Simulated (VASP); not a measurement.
Set up this calculation in VASP 6.6.1, as the native input.

| Quantity | Value |
| --- | --- |
| Task | single point |
| Functional | PBE |
| Potentials or basis | VASP PAW PBE potentials, release 64 (In_d, Ag, Se) |
| Cutoff | 500 eV |
| k mesh | 8 × 8 × 8 |
| Occupations | gaussian, width 0.01 eV |
| Spin | no spin polarisation |
| Dipole correction | no |
| Further INCAR settings | ALGO = Normal; EDIFF = 1e-06; NBANDS = 46 |

The structure of InAgSe2 lies in POSCAR:

```
InAgSe2
1.0
   -3.1274419991      3.1274419991      6.0983403945
    3.1274419991     -3.1274419991      6.0983403945
    3.1274419991      3.1274419991     -6.0983403945
In Ag Se
2 2 4
Direct
    0.5000000000      0.5000000000      0.0000000000
    0.2500000000      0.7500000000      0.5000000000
    0.0000000000      0.0000000000      0.0000000000
    0.7500000000      0.2500000000      0.5000000000
    0.3750000000      0.3802717676      0.5052717676
    0.6197282324      0.1250000000     -0.0052717676
    0.8750000000      0.8697282324      0.4947282324
    0.1302717676      0.6250000000      0.0052717676
```

The input as run:

INCAR

```
SYSTEM = InAgSe2
  PREC = Accurate
  ENCUT = 500
  EDIFF = 1E-6
  ISMEAR = 0
  SIGMA = 0.01
  LREAL = .False.
  LASPH = .True.
  NELM = 120
  ALGO = Normal
  ISIF = 2
  LWAVE = .False.
  LCHARG = .True.
  GGA = PE
  LELF = .True.
  LVHAR = .True.
  NBANDS = 46
  GGA_COMPAT = .False.
```

KPOINTS

```
regular mesh
0
Gamma
  8 8 8
  0 0 0
```

Potentials or basis: VASP PAW PBE potentials, release 64 (In_d, Ag, Se).

The run is started by

```bash
$ cat potpaw_PBE.64/In_d/POTCAR potpaw_PBE.64/Ag/POTCAR potpaw_PBE.64/Se/POTCAR > POTCAR
$ mpirun -np 1 vasp_std > vasp.out
```

Results of the run:

```
Pressure               : -1.2 GPa
Largest force          : 0.005 eV/Å
Band gap on the k mesh : 0.06 eV (least direct gap 0.12 eV)
```

Caveat: semilocal functionals underestimate gaps, and a narrow one can read as zero; spin-orbit coupling is left out, which moves the levels of the heavy elements.

Wall time 24 min on 1 thread of Intel Xeon 8259CL (shared host), peak memory 0.81 GiB.
